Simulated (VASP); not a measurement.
# Ag (Fm-3m) in VASP: settings compared

The runs below take Ag through single point, with PBEsol, SVWN5.

Everything below comes from runs of VASP 6.6.1. Logs are shortened: lines on timing, memory, paths and dates and some standing lists are left out, and cuts for length are marked.

**1. The cell of the first run**

The structure is cubic, space group Fm-3m (No. 225). The conventional cell has a = 4.085 Å, b = 4.085 Å, c = 4.085 Å, α = 90.00°, β = 90.00°, γ = 90.00°. Ag (site symmetry m-3m) has 12 Ag at 2.89 Å within 3.8 Å.

**2. Single point, PBEsol, non-collinear spin, zero start, spin-orbit coupling**

The input, INCAR:

```
PREC = Accurate ; ENCUT = 520
EDIFF = 1E-6 ; ISMEAR = -1
SIGMA = 0.05 ; LREAL = False
LASPH = True ; NELM = 150
ALGO = Normal ; ISIF = 2
LWAVE = False ; LCHARG = True
MAGMOM = 0 0 0 ; LORBIT = 11
LSORBIT = True ; GGA_COMPAT = False
LORBMOM = True ; LMAXMIX = 4
GGA = PS ; LVHAR = True
NBANDS = 22
```

The input, KPOINTS:

```
regular mesh
0
Gamma
  11 11 11
```

The input, POSCAR:

```
Ag
1.0
    0.0000000000      2.0427500000      2.0427500000
    2.0427500000      0.0000000000      2.0427500000
    2.0427500000      2.0427500000      0.0000000000
Ag
1
Direct
    0.0000000000      0.0000000000      0.0000000000
```

Potentials or basis: VASP PAW PBE potentials, release 64 (Ag).

On the command line:

```sh
$ cat potpaw_PBE.64/Ag/POTCAR > POTCAR
$ mpirun -np 1 vasp_ncl > vasp.out
```

OUTCAR:

```text
PREC = Accurate
   ENCUT = 520
   EDIFF = 1E-6
   ISMEAR = -1
   LREAL = False
   LASPH = True
   NELM = 150
   ISIF = 2
   LORBIT = 11
   LSORBIT = True
   GGA = PS

 ion  position               nearest neighbor table
   1  0.000  0.000  0.000-

  LATTYP: Found a face centered cubic cell.
 ALAT       =     4.0855000000

  Lattice vectors:

 A1 = (   0.0000000000,   2.0427500000,   2.0427500000)
 A2 = (   2.0427500000,   0.0000000000,   2.0427500000)
 A3 = (   2.0427500000,   2.0427500000,   0.0000000000)

Analysis of symmetry for initial positions (statically):
=====================================================================
 Subroutine PRICEL returns:
 Original cell was already a primitive cell.

 Routine SETGRP: Setting up the symmetry group for a
 face centered cubic supercell.

 Subroutine GETGRP returns: Found 48 space group operations
 (whereof 48 operations were pure point group operations)
 out of a pool of 48 trial point group operations.

The static configuration has the point symmetry O_h .

Analysis of symmetry for dynamics (positions and initial velocities):
=====================================================================
 Subroutine PRICEL returns:
 Original cell was already a primitive cell.

 Routine SETGRP: Setting up the symmetry group for a
 face centered cubic supercell.

 Subroutine GETGRP returns: Found 48 space group operations
 (whereof 48 operations were pure point group operations)
 out of a pool of 48 trial point group operations.

The dynamic configuration has the point symmetry O_h .

Analysis of structural, dynamic, and magnetic symmetry:
=====================================================================
 Subroutine PRICEL returns:
 Original cell was already a primitive cell.

 Routine SETGRP: Setting up the symmetry group for a
 face centered cubic supercell.

 Subroutine GETGRP returns: Found 48 space group operations
 (whereof 48 operations were pure point group operations)
 out of a pool of 48 trial point group operations.

The overall configuration has the point symmetry O_h .

 Subroutine INISYM returns: Found 48 space group operations
 (whereof 48 operations are pure point group operations),
 and found     1 'primitive' translations

----------------------------------------------------------------------------------------

                                     Primitive cell

  volume of cell :      17.0481

  direct lattice vectors                    reciprocal lattice vectors
     0.000000000  2.042750000  2.042750000    -0.244768082  0.244768082  0.244768082
     2.042750000  0.000000000  2.042750000     0.244768082 -0.244768082  0.244768082
     2.042750000  2.042750000  0.000000000     0.244768082  0.244768082 -0.244768082

  length of vectors
     2.888884755  2.888884755  2.888884755     0.423950755  0.423950755  0.423950755

  position of ions in fractional coordinates (direct lattice)
     0.000000000  0.000000000  0.000000000

  ion indices of the primitive-cell ions
   primitive index   ion index
                 1           1

----------------------------------------------------------------------------------------

 KPOINTS: regular mesh

Automatic generation of k-mesh.
 Grid dimensions read from file:
 generate k-points for:   11   11   11

 Generating k-lattice:

  Cartesian coordinates                     Fractional coordinates (reciprocal lattice)
    -0.022251644  0.022251644  0.022251644     0.090909091  0.000000000  0.000000000
     0.022251644 -0.022251644  0.022251644     0.000000000  0.090909091  0.000000000
     0.022251644  0.022251644 -0.022251644     0.000000000  0.000000000  0.090909091

  Length of vectors
     0.038540978  0.038540978  0.038540978

  Shift w.r.t. Gamma in fractional coordinates (k-lattice)
     0.000000000  0.000000000  0.000000000

 Subroutine IBZKPT returns following result:
 ===========================================

 Found     56 irreducible k-points:

 Following reciprocal coordinates:
            Coordinates               Weight
  0.000000  0.000000  0.000000      1.000000
  0.090909  0.000000  0.000000      8.000000
  0.181818  0.000000  0.000000      8.000000
  0.272727  0.000000  0.000000      8.000000
  0.363636  0.000000  0.000000      8.000000
  0.454545  0.000000  0.000000      8.000000
[... 16 lines left out ...]
 -0.272727  0.181818  0.000000     24.000000
 -0.181818  0.181818  0.000000     12.000000
 [... further k-points ...]
   k-points           NKPTS =     56   k-points in BZ     NKDIM =     56   number of bands    NBANDS=     22
   number of dos      NEDOS =    301   number of ions     NIONS =      1
   total plane-waves  NPLWV =  13824
   dimension x,y,z NGX =    24 NGY =   24 NGZ =   24
   dimension x,y,z NGXF=    48 NGYF=   48 NGZF=   48
   ions per type =               1
   NGX,Y,Z   is equivalent  to a cutoff of  13.81, 13.81, 13.81 a.u.
   NGXF,Y,Z  is equivalent  to a cutoff of  27.62, 27.62, 27.62 a.u.
 SYSTEM =  unknown system
   PREC   = accura    normal or accurate (medium, high low for compatibility)
   ISTART =      0    job   : 0-new  1-cont  2-samecut
   ICHARG =      2    charge: 1-file 2-atom 10-const
   ISPIN  =      1    spin polarized calculation?
   LNONCOLLINEAR =      T non collinear calculations
   LSORBIT =      T    spin-orbit coupling
   LASPH  =      T    aspherical Exc in radial PAW
   ENCUT  =  520.0 eV  38.22 Ry    6.18 a.u.   5.37  5.37  5.37*2*pi/ulx,y,z
   NELM   =    150;   NELMIN=  2; NELMDL= -5     # of ELM steps
   EDIFF  = 0.1E-05   stopping-criterion for ELM
   LREAL  =      F    real-space projection
   EDIFFG = 0.1E-04   stopping-criterion for IOM
   NSW    =      0    number of steps for IOM
   IBRION =     -1    ionic relax: 0-MD 1-quasi-New 2-CG
   NFREE  =      0    steps in history (QN), initial steepest desc. (CG)
   ISIF   =      2    stress and relaxation
   ISYM   =      2    0-nonsym 1-usesym 2-fastsym
   POTIM  = 0.5000    time-step for ionic-motion
   TEBEG  =    0.0;   TEEND  =   0.0 temperature during run
   PSTRESS=    0.0 pullay stress
   NELECT =      11.0000    total number of electrons
   NUPDOWN=      -1.0000    fix difference up-down
   EMIN   =  10.00;   EMAX   =-10.00  energy-range for DOS
   EFERMI =   0.00;   METHOD = LEGACY
   ISMEAR =    -1;   SIGMA  =   0.05  broadening in eV -4-tet -1-fermi 0-gaus
   EFERMI_NEDOS =   21; number of points for ismear=-14 and -15
   IALGO  =     38    algorithm
   IMIX   =      4    mixing-type and parameters
     AMIX     =   0.40;   BMIX     =  1.00
     AMIX_MAG =   1.60;   BMIX_MAG =  1.00
  volume/ion in A,a.u.               =      17.05       115.05
  Fermi-wavevector in a.u.,A,eV,Ry     =   1.414644  2.673290 27.228221  2.001218
  Thomas-Fermi vector in A             =   2.536165
   LORBIT       =     11    0 simple, 1 ext, 2 COOP (PROOUT), +10 PAW based schemes
   GGA     = PS    functional components
   LHFCALC =     F    Hartree Fock is set to
   AEXX    =    0.0000 exact exchange contribution
   IVDW    =     0    specifies the selected vdW correction
   LEPSILON=     F    determine dielectric tensor
   LRPA    =     F    only Hartree local field effects (RPA)
  energy-cutoff  :      520.00
  volume of cell :       17.05
 maximum number of plane-waves:       954
 NGX is ok and might be reduce to    24
   NGX = 11   NGY = 11   NGZ = 11

 number of electron      11.0000000 magnetization       0.0000000      0.0000000      0.0000000

 number of electron      10.9999999 magnetization       0.0000000     -0.0000000      0.0000000

 number of electron      10.9999999 magnetization      -0.0000000      0.0000000     -0.0000000

 Free energy of the ion-electron system (eV)
  ---------------------------------------------------
  ext. energy  EPLUGINS =         0.00000000
  ---------------------------------------------------
  free energy    TOTEN  =        -3.33728524 eV

  energy without entropy =       -3.33468924  energy(sigma->0) =       -3.33598724

 E-fermi :   8.4372     XC(G=0): -12.4154

 val. band max:        8.3928821052   @ k =  -0.4545   0.0909   0.0000
 cond. band min:       8.4890564652   @ k =   0.4545   0.3636   0.0000
 fundamental gap:      0.0961743600
 Fermi energy:         8.4371744801

 k-point     1 :       0.0000    0.0000    0.0000
  band No.  band energies     occupation
      1       0.4011      1.00000
      2       0.4011      1.00000
      3       3.2751      1.00000
      4       3.2751      1.00000
      5       3.2751      1.00000
      6       3.2751      1.00000
[... 14 lines left out ...]
     21      32.6144      0.00000
     22      32.6144      0.00000

 k-point     2 :       0.0909    0.0000    0.0000
  band No.  band energies     occupation
      1       0.6564      1.00000
      2       0.6564      1.00000
      3       3.2663      1.00000
      4       3.2663      1.00000
      5       3.3214      1.00000
      6       3.3214      1.00000
[... 14 lines left out ...]
     21      32.1956      0.00000
     22      32.1956      0.00000

 k-point     3 :       0.1818    0.0000    0.0000
  band No.  band energies     occupation
      1       1.3237      1.00000
      2       1.3237      1.00000
      3       3.2760      1.00000
      4       3.2760      1.00000
      5       3.3937      1.00000
      6       3.3937      1.00000
[... 14 lines left out ...]
     21      30.9969      0.00000
     22      30.9969      0.00000
[... 476 lines left out ...]
 k-point    23 :      -0.2727    0.1818    0.0000
  band No.  band energies     occupation
      1       2.5458      1.00000
      2       2.5458      1.00000
      3       3.1761      1.00000
      4       3.1761      1.00000
      5       3.6892      1.00000
      6       3.6892      1.00000
[... 14 lines left out ...]
     21      30.3646      0.00000
     22      30.3646      0.00000

 k-point    24 :      -0.1818    0.1818    0.0000
  band No.  band energies     occupation
      1       2.4421      1.00000
      2       2.4421      1.00000
      3       2.9972      1.00000
      4       2.9972      1.00000
      5       3.5362      1.00000
      6       3.5362      1.00000
[... 14 lines left out ...]
     21      29.3145      0.00000
     22      29.3145      0.00000

 [... further k-points ...]
[... 5 lines left out ...]
  --------------------------------------------------------------------------------------
  -------------------------------------------------------------------------------------
  Total       -0.3418782     -0.3418782     -0.3418782      0.0000000      0.0000000     -0.0000000
  in kB      -32.1296760    -32.1296760    -32.1296760      0.0000000      0.0000000     -0.0000000
  external PRESSURE =     -32.1296760 kB  Pullay stress =       0.0000000 kB

 VOLUME and BASIS-vectors are now :
 -----------------------------------------------------------------------------
  energy-cutoff  :      520.00
  volume of cell :       17.05
      direct lattice vectors                 reciprocal lattice vectors
     0.000000000  2.042750000  2.042750000    -0.244768082  0.244768082  0.244768082
     2.042750000  0.000000000  2.042750000     0.244768082 -0.244768082  0.244768082
     2.042750000  2.042750000  0.000000000     0.244768082  0.244768082 -0.244768082

 POSITION                                       TOTAL-FORCE (eV/Angst)
 -----------------------------------------------------------------------------------
      0.00000      0.00000      0.00000         0.000000      0.000000      0.000000
 -----------------------------------------------------------------------------------
    total drift:                               -0.000000      0.000000      0.000000

  FREE ENERGIE OF THE ION-ELECTRON SYSTEM (eV)
  ---------------------------------------------------
  free  energy   TOTEN  =        -3.3372852427 eV

  energy  without entropy=       -3.3346892377  energy(sigma->0) =       -3.33598724

 orbital moment (x)

 # of ion     p       d       tot
 ----------------------------------------
  1         0.000  -0.000  -0.000
 ----------------------------------------
            0.000  -0.000  -0.000

 orbital moment (y)

 # of ion     p       d       tot
 ----------------------------------------
  1         0.000   0.000   0.000
 ----------------------------------------
            0.000   0.000   0.000

 orbital moment (z)

 # of ion     p       d       tot
 ----------------------------------------
  1        -0.000   0.000  -0.000
 ----------------------------------------
           -0.000   0.000  -0.000

 Spin-Orbit-Coupling matrix elements

 Ion:    1  E_soc:     -0.0551966
 l=   1
     0.0000000    -0.0020642    -0.0020642
    -0.0020642     0.0000000    -0.0020642
    -0.0020642    -0.0020642     0.0000000
 l=   2
     0.0000000    -0.0015130     0.0000000    -0.0015130    -0.0056222
    -0.0015130     0.0000000    -0.0042166    -0.0015130    -0.0014055
     0.0000000    -0.0042166     0.0000000    -0.0042166     0.0000000
    -0.0015130    -0.0015130    -0.0042166     0.0000000    -0.0014055
    -0.0056222    -0.0014055     0.0000000    -0.0014055     0.0000000
 l=   3
     0.0000000     0.0000000     0.0000000     0.0000000     0.0000000     0.0000000     0.0000000
     0.0000000     0.0000000     0.0000000     0.0000000     0.0000000     0.0000000     0.0000000
     0.0000000     0.0000000     0.0000000     0.0000000     0.0000000     0.0000000     0.0000000
     0.0000000     0.0000000     0.0000000     0.0000000     0.0000000     0.0000000     0.0000000
     0.0000000     0.0000000     0.0000000     0.0000000     0.0000000     0.0000000     0.0000000
     0.0000000     0.0000000     0.0000000     0.0000000     0.0000000     0.0000000     0.0000000
     0.0000000     0.0000000     0.0000000     0.0000000     0.0000000     0.0000000     0.0000000

 total charge

# of ion       s       p       d       tot
------------------------------------------
    1        0.415   0.306   9.141   9.862

 magnetization (x)

# of ion       s       p       d       tot
------------------------------------------
    1       -0.000  -0.000   0.000  -0.000

 magnetization (y)

# of ion       s       p       d       tot
------------------------------------------
    1       -0.000  -0.000   0.000  -0.000

 magnetization (z)

# of ion       s       p       d       tot
------------------------------------------
    1        0.000   0.000   0.000   0.000
```

It took 43 s on 1 thread of AMD EPYC 7R43 (Zen 3), shared host; peak memory 0.17 GiB.

Results:

| Quantity | Value |
| --- | --- |
| Free energy | -3.3373 eV |
| Pressure | -3.2 GPa |
| Net moment | 0.00 μB per cell |
| Valence electrons inside the program's atomic spheres | Ag 9.86 |

Moments on the atoms (μB; x, y, z):
```
Ag  0.00 0.00 0.00
```

Caveat: the PAW data sets were made with another functional, which shifts forces and pressure a little.

**3. Single point, SVWN5**

This run uses another cell than the first one, of 15.96 Å³/atom, 0.936 times its volume.

The input, INCAR:

```
SYSTEM = Ag
PREC = Accurate ; ENCUT = 520
EDIFF = 1E-6 ; ISMEAR = -1
SIGMA = 0.05 ; LREAL = .False.
LASPH = .True. ; NELM = 60
ALGO = Normal ; ISIF = 2
LWAVE = .False. ; LCHARG = .False.
GGA = VW ; NBANDS = 12
```

The input, KPOINTS:

```
regular mesh
0
Gamma
  11 11 11
  0 0 0
```

The input, POSCAR:

```
Ag
1.0
    0.0000000000      1.9984036440      1.9984036440
    1.9984036440      0.0000000000      1.9984036440
    1.9984036440      1.9984036440      0.0000000000
Ag
1
Direct
    0.0000000000      0.0000000000      0.0000000000
```

Potentials or basis: VASP PAW PBE potentials, release 64 (Ag).

On the command line:

```sh
$ cat potpaw_PBE.64/Ag/POTCAR > POTCAR
$ mpirun -np 1 vasp_std > vasp.out
```

OUTCAR:

```text
SYSTEM = Ag
   PREC = Accurate
   ENCUT = 520
   EDIFF = 1E-6
   ISMEAR = -1
   LREAL = .False.
   LASPH = .True.
   NELM = 60
   ISIF = 2
   GGA = VW

 ion  position               nearest neighbor table
   1  0.000  0.000  0.000-

  LATTYP: Found a face centered cubic cell.
 ALAT       =     3.9968072880

  Lattice vectors:

 A1 = (   0.0000000000,   1.9984036440,   1.9984036440)
 A2 = (   1.9984036440,   0.0000000000,   1.9984036440)
[... 539 lines left out ...]
     12      34.5785      0.00000

 [... further k-points ...]

------------------------ aborting loop because EDIFF is reached ----------------------------------------

  FORCE on cell =-STRESS in cart. coord.  units (eV):
  Direction    XX          YY          ZZ          XY          YZ          ZX
  --------------------------------------------------------------------------------------
  -------------------------------------------------------------------------------------
  Total       -0.0360018     -0.0360018     -0.0360018      0.0000000      0.0000000      0.0000000
  in kB       -3.6137256     -3.6137256     -3.6137256      0.0000000      0.0000000      0.0000000
  external PRESSURE =      -3.6137256 kB  Pullay stress =       0.0000000 kB

 VOLUME and BASIS-vectors are now :
 -----------------------------------------------------------------------------
  energy-cutoff  :      520.00
  volume of cell :       15.96
      direct lattice vectors                 reciprocal lattice vectors
     0.000000000  1.998403644  1.998403644    -0.250199704  0.250199704  0.250199704
     1.998403644  0.000000000  1.998403644     0.250199704 -0.250199704  0.250199704
     1.998403644  1.998403644  0.000000000     0.250199704  0.250199704 -0.250199704

 POSITION                                       TOTAL-FORCE (eV/Angst)
 -----------------------------------------------------------------------------------
      0.00000      0.00000      0.00000         0.000000      0.000000      0.000000
 -----------------------------------------------------------------------------------
    total drift:                                0.000000      0.000000     -0.000000

  FREE ENERGIE OF THE ION-ELECTRON SYSTEM (eV)
  ---------------------------------------------------
  free  energy   TOTEN  =        -3.7711835430 eV

  energy  without entropy=       -3.7691634827  energy(sigma->0) =       -3.77017351
```

Wall time 9.8 s (1 thread of Intel Xeon 8259CL, shared host); peak memory 0.13 GiB.

What came out:

```
Free energy : -3.7712 eV
Pressure    : -0.4 GPa
```

Caveat: the PAW data sets were made with another functional, which shifts forces and pressure a little.
